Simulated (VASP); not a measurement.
Set up this calculation in VASP 6.6.1, as the native input.

| Property | Result |
| --- | --- |
| Task | single point |
| Functional | PBE |
| Potentials or basis | VASP PAW PBE potentials, release 64 (Cr_pv, O) |
| Cutoff | 600 eV |
| k mesh | 13 × 13 × 13 |
| Occupations | fermi-dirac, width 0.0612256 eV |
| Spin | no spin polarisation |
| Dipole correction | no |
| Further INCAR settings | ALGO = Normal; EDIFF = 1e-06; NBANDS = 22 |

The structure of Cr2O (antifluorite type) lies in POSCAR:

```
Cr2O
1.0
    0.0000000000      2.4616040689      2.4616040689
    2.4616040689      0.0000000000      2.4616040689
    2.4616040689      2.4616040689      0.0000000000
Cr O
2 1
Direct
    0.2500000000      0.2500000000      0.2500000000
    0.7500000000      0.7500000000      0.7500000000
    0.0000000000      0.0000000000      0.0000000000
```

These files were run (other wordings do the same):

INCAR

```
PREC = Accurate ; ENCUT = 600
EDIFF = 1E-6 ; ISMEAR = -1
SIGMA = 0.06122561905347299 ; LREAL = F
LASPH = T ; NELM = 120
ALGO = Normal ; ISIF = 2
LWAVE = F ; LCHARG = F
GGA = PE ; NBANDS = 22
GGA_COMPAT = F
```

KPOINTS

```
regular mesh
0
Gamma
  13 13 13
```

Potentials or basis: VASP PAW PBE potentials, release 64 (Cr_pv, O).

The run is started by

```console
$ cat potpaw_PBE.64/Cr_pv/POTCAR potpaw_PBE.64/O/POTCAR > POTCAR
$ mpirun -np 1 vasp_std > vasp.out
```

It gave:

| Quantity | Value |
| --- | --- |
| Pressure | 4.5 GPa |
| Band gap on the k mesh | zero (bands 15 and 16 overlap by 1.07 eV) |

Caveat: the cell stands under pressure; the run has no spin polarisation, though such a crystal can be magnetic.

Run time: 41 s on 1 thread of AMD EPYC 9R45 96-Core Processor (Zen 5), with other jobs on the host, peak memory 0.17 GiB.
